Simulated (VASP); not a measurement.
# Sb (I4/mmm) in VASP: settings compared, part 2 of 2

VASP 6.6.1.

**3. Relaxation of cell and atoms, PBE (volume scaled by 0.92)**

Input file INCAR:

```
PREC     = Accurate       # precision mode
ENCUT    = 600            # plane-wave cutoff, eV
EDIFF    = 1E-6           # SCF threshold, eV
ISMEAR   = 0              # smearing method
SIGMA    = 0.05           # smearing width, eV
LREAL    = F              # projectors in reciprocal space
LASPH    = T              # aspherical terms in the spheres
NELM     = 60             # most SCF steps
ALGO     = Normal         # electronic algorithm
ISIF     = 3              # what is computed and relaxed
LWAVE    = F              # write WAVECAR
LCHARG   = F              # write CHGCAR
GGA      = PE             # functional
IBRION   = 2              # ionic algorithm
NSW      = 80             # ionic steps
EDIFFG   = -0.005         # ionic threshold
```

Input file KPOINTS:

```
Automatic mesh
0
Gamma
  12 12 12
```

Input file POSCAR:

```
Sb
1.0
    3.4145442600      0.0000000000      0.0000000000
    0.6603416426      3.3500837928      0.0000000000
   -2.0374429515     -1.6750418965      2.1684495308
Sb
1
Direct
    0.0000000000      0.0000000000      0.0000000000
```

Potentials or basis: VASP PAW PBE potentials, release 64 (Sb).

On the command line:

```
$ cat potpaw_PBE.64/Sb/POTCAR > POTCAR
$ mpirun -np 1 vasp_std > vasp.out
```

Run time: 82 s. Hardware: 1 thread of Intel Xeon 6975P-C, shared host; peak memory 0.19 GiB.

Results (log left out):

```
Free energy                            : -3.8467 eV
Relaxed volume                         : 27.56 Å³/atom
Relaxed cell                           : a = 3.495 Å, b = 3.495 Å, c = 3.495 Å, α = 125.05°, β = 125.05°, γ = 81.46°
Space group after relaxing (to 0.05 Å) : I4/mmm (No. 139)
Energy gained by relaxing              : 71.5 meV/atom
Ionic steps                            : 11
Pressure after relaxing                : 0.0 GPa
```

The path:
| step | energy change (eV) | largest force (eV/Å) | pressure (GPa) | volume (Å³) |
| --- | --- | --- | --- | --- |
| 1 | 0.0000 | 0.0000 | 8.45 | 24.80 |
| 2 | -0.0411 | 0.0000 | -3.86 | 29.80 |
| 3 | -0.0687 | 0.0000 | -0.04 | 27.66 |
| 4 | -0.0692 | 0.0000 | -0.04 | 27.64 |
| 5 | -0.0707 | 0.0000 | 0.03 | 27.59 |
| 6 | -0.0708 | 0.0000 | 0.13 | 27.46 |
| 7 | -0.0715 | 0.0000 | 0.07 | 27.53 |
| 8 | -0.0715 | 0.0000 | 0.08 | 27.52 |
| 9 | -0.0715 | 0.0000 | 0.07 | 27.52 |
| 10 | -0.0715 | 0.0000 | -0.16 | 27.63 |
| 11 | -0.0715 | 0.0000 | 0.00 | 27.56 |

Final structure:
```
Sb
1.0
     3.49455   -0.07956    0.00000
     0.59775    3.44396    0.00000
    -2.04615   -1.68220    2.28072
Sb
1
Direct
  0.00000 0.00000 0.00000
```

Levels at points of the mesh, in eV from the Fermi level:
| k point | band 1 | band 2 | band 3 | band 4 | band 5 | band 6 |
| --- | --- | --- | --- | --- | --- | --- |
| (0.00, 0.00, 0.00) | -12.80 | 4.79 | 5.19 | 5.19 | 9.35 | 10.38 |
| (0.50, 0.00, 0.00) | -9.13 | -5.70 | 2.12 | 4.75 | 6.54 | 9.63 |
| (0.50, 0.50, 0.00) | -6.95 | -4.45 | -0.74 | 0.46 | 3.57 | 4.34 |
| (0.50, 0.50, 0.50) | -8.86 | -5.44 | 1.62 | 1.62 | 5.51 | 5.52 |

Caveat: the cell differs from its parent crystal (volume scaled by 0.92); spin-orbit coupling is left out, which moves the levels of the heavy elements.

**4. Single point, LDA**

This run uses another cell than the first one, of 25.86 Å³/atom, 0.936 times its volume.

Input file INCAR:

```
PREC = Accurate
ENCUT = 520
EDIFF = 1E-6
ISMEAR = -1
SIGMA = 0.05
LREAL = False
LASPH = True
NELM = 80
ALGO = Normal
ISIF = 2
LWAVE = False
LCHARG = True
LELF = True
LVHAR = True
NBANDS = 8
```

KPOINTS is that of step 3.

Input file POSCAR:

```
Sb
1.0
   -1.5786549000      1.5786549000      2.5938554840
    1.5786549000     -1.5786549000      2.5938554840
    1.5786549000      1.5786549000     -2.5938554840
Sb
1
Direct
    0.0000000000      0.0000000000      0.0000000000
```

Potentials or basis: VASP PAW LDA potentials, release 64 (Sb).

On the command line:

```
$ cat potpaw_LDA.64/Sb/POTCAR > POTCAR
$ mpirun -np 1 vasp_std > vasp.out
```

It took 28 s on 1 thread of Intel Xeon Platinum 8375C at 2.90GHz (Ice Lake), shared host; peak memory 0.16 GiB.

The run converged. Its results:

| Item | Value |
| --- | --- |
| Free energy | -4.5577 eV |
| Pressure | 0.1 GPa |

Levels at points of the mesh, in eV from the Fermi level:
```tsv
k point	band 1	band 2	band 3	band 4	band 5	band 6	band 7
(0.00, 0.00, 0.00)	-13.27	5.21	5.60	5.60	9.41	10.41	10.41
(0.50, 0.00, 0.00)	-9.28	-6.04	2.29	5.13	6.73	9.87	10.27
(0.50, 0.50, 0.00)	-6.87	-4.70	-0.76	0.48	3.64	4.38	15.66
(0.50, 0.50, 0.50)	-8.98	-5.77	1.72	1.72	5.61	5.72	16.93
```

Caveat: spin-orbit coupling is left out, which moves the levels of the heavy elements.

**5. Single point, PBEsol**

This run uses another cell than the first one, of 26.31 Å³/atom, 0.953 times its volume.

Input file INCAR:

```
SYSTEM = Sb
PREC = Accurate ; ENCUT = 520
EDIFF = 1E-6 ; ISMEAR = -1
SIGMA = 0.05 ; LREAL = .FALSE.
LASPH = .TRUE. ; NELM = 80
ALGO = Normal ; ISIF = 2
LWAVE = .FALSE. ; LCHARG = .FALSE.
GGA = PS ; NBANDS = 8
```

Input file KPOINTS:

```
Automatic mesh
0
G
  12 12 12
  0 0 0
```

Input file POSCAR:

```
Sb
1.0
   -1.5896696032      1.5896696032      2.6031420029
    1.5896696032     -1.5896696032      2.6031420029
    1.5896696032      1.5896696032     -2.6031420029
Sb
1
Direct
    0.0000000000      0.0000000000      0.0000000000
```

Potentials or basis: VASP PAW PBE potentials, release 64 (Sb).

On the command line:

```
$ cat potpaw_PBE.64/Sb/POTCAR > POTCAR
$ mpirun -np 1 vasp_std > vasp.out
```

OUTCAR:

```text
SYSTEM = Sb
   PREC = Accurate
   ENCUT = 520
   EDIFF = 1E-6
   ISMEAR = -1
   LREAL = .FALSE.
   LASPH = .TRUE.
   NELM = 80
   ISIF = 2
   GGA = PS

 ion  position               nearest neighbor table
   1  0.000  0.000  0.000-

  LATTYP: Found a body centered tetragonal cell.
 ALAT       =     3.1793392064
 C/A-ratio  =     1.6375365030

  Lattice vectors:

 A1 = (  -1.5896696032,   1.5896696032,   2.6031420029)
 A2 = (   1.5896696032,  -1.5896696032,   2.6031420029)
 A3 = (   1.5896696032,   1.5896696032,  -2.6031420029)

[... 434 lines left out ...]
      1      -1.2420      2.00000
      2       5.0703      2.00000
      3      10.2241      0.00000
      4      11.2846      0.00000
      5      15.2554      0.00000
      6      17.7629      0.00000
      7      19.3957      0.00000
      8      22.2647      0.00000

 [... further k-points ...]
[... 5 lines left out ...]
  --------------------------------------------------------------------------------------
  -------------------------------------------------------------------------------------
  Total        0.0030565      0.0030565      0.0004513      0.0000000      0.0000000      0.0000000
  in kB        0.1861050      0.1861050      0.0274787      0.0000000      0.0000000      0.0000000
  external PRESSURE =       0.1332296 kB  Pullay stress =       0.0000000 kB

 VOLUME and BASIS-vectors are now :
 -----------------------------------------------------------------------------
  energy-cutoff  :      520.00
  volume of cell :       26.31
      direct lattice vectors                 reciprocal lattice vectors
    -1.589669603  1.589669603  2.603142003     0.000000000  0.314530767  0.192075576
     1.589669603 -1.589669603  2.603142003     0.314530767  0.000000000  0.192075576
     1.589669603  1.589669603 -2.603142003     0.314530767  0.314530767  0.000000000

 POSITION                                       TOTAL-FORCE (eV/Angst)
 -----------------------------------------------------------------------------------
      0.00000      0.00000      0.00000         0.000000      0.000000      0.000000
 -----------------------------------------------------------------------------------
    total drift:                                0.000000      0.000000      0.000000

  FREE ENERGIE OF THE ION-ELECTRON SYSTEM (eV)
  ---------------------------------------------------
  free  energy   TOTEN  =        -4.3212811631 eV

  energy  without entropy=       -4.3172146885  energy(sigma->0) =       -4.31924793
```

stdout:

```text
POSCAR found type information on POSCAR Sb
 POSCAR found :  1 types and       1 ions
 scaLAPACK will be used
 -----------------------------------------------------------------------------
|                                                                             |
|                                                                             |
|     You enforced a specific xc type in the INCAR file but a different       |
|     I HOPE YOU KNOW WHAT YOU ARE DOING!                                     |
|                                                                             |
 -----------------------------------------------------------------------------

 LDA part: xc-table for (Slater+PW92), standard interpolation
 POSCAR, INCAR and KPOINTS ok, starting setup
 FFT: planning ... GRIDC
 FFT: planning ... GRID_SOFT
 FFT: planning ... GRID
 WAVECAR not read
 entering main loop
```

Wall time 27 s (1 thread of Intel Xeon Platinum 8375C at 2.90GHz (Ice Lake), shared host); peak memory 0.17 GiB.

Results:

```yaml
Free_energy: -4.3213 eV
Pressure: 0.0 GPa
```

Levels at points of the mesh, in eV from the Fermi level:
| k point | band 1 | band 2 | band 3 | band 4 | band 5 | band 6 | band 7 | band 8 |
| --- | --- | --- | --- | --- | --- | --- | --- | --- |
| (0.00, 0.00, 0.00) | -13.13 | 5.19 | 5.55 | 5.55 | 9.60 | 10.49 | 10.59 | 10.59 |
| (0.50, 0.00, 0.00) | -9.20 | -5.97 | 2.32 | 5.05 | 6.75 | 9.93 | 10.16 | 10.41 |
| (0.50, 0.50, 0.00) | -6.85 | -4.65 | -0.71 | 0.49 | 3.59 | 4.35 | 16.62 | 16.97 |
| (0.50, 0.50, 0.50) | -8.88 | -5.69 | 1.69 | 1.69 | 5.58 | 5.62 | 18.23 | 18.50 |

Caveat: the PAW data sets were made with another functional, which shifts forces and pressure a little; spin-orbit coupling is left out, which moves the levels of the heavy elements.

**6. Overview**

| task | level | potentials or basis | cell | cutoff (eV) | smearing | gap on the mesh (eV) | pressure (GPa) |
| --- | --- | --- | --- | --- | --- | --- | --- |
| single point | PBE | VASP PAW PBE potentials, release 64 (Sb) | a = 3.499 Å, angles 125.1, 125.1, 81.4°, 1 atom | 520 | gaussian 0.05 eV | none | -0.1 |
| relaxation of cell and atoms | PBE | VASP PAW PBE potentials, release 64 (Sb) | relaxed from a = 3.415 Å, angles 126.6, 126.6, 78.8°, 1 atom | 600 | gaussian 0.05 eV | none | 0.0 |
| single point | LDA | VASP PAW LDA potentials, release 64 (Sb) | a = 3.422 Å, angles 125.1, 125.1, 81.4°, 1 atom | 520 | fermi-dirac 0.05 eV | none | 0.1 |
| single point | PBEsol | VASP PAW PBE potentials, release 64 (Sb) | a = 3.440 Å, angles 124.9, 124.9, 81.6°, 1 atom | 520 | fermi-dirac 0.05 eV | none | 0.0 |

Alike in all rows: no spin polarisation; k mesh 12 × 12 × 12.

Caveats: spin-orbit coupling is left out, which moves the levels of the heavy elements; the PAW data sets were made with another functional, which shifts forces and pressure a little (some runs).

Total energies depend on the potentials used, so only differences within one code and one set of settings carry meaning.
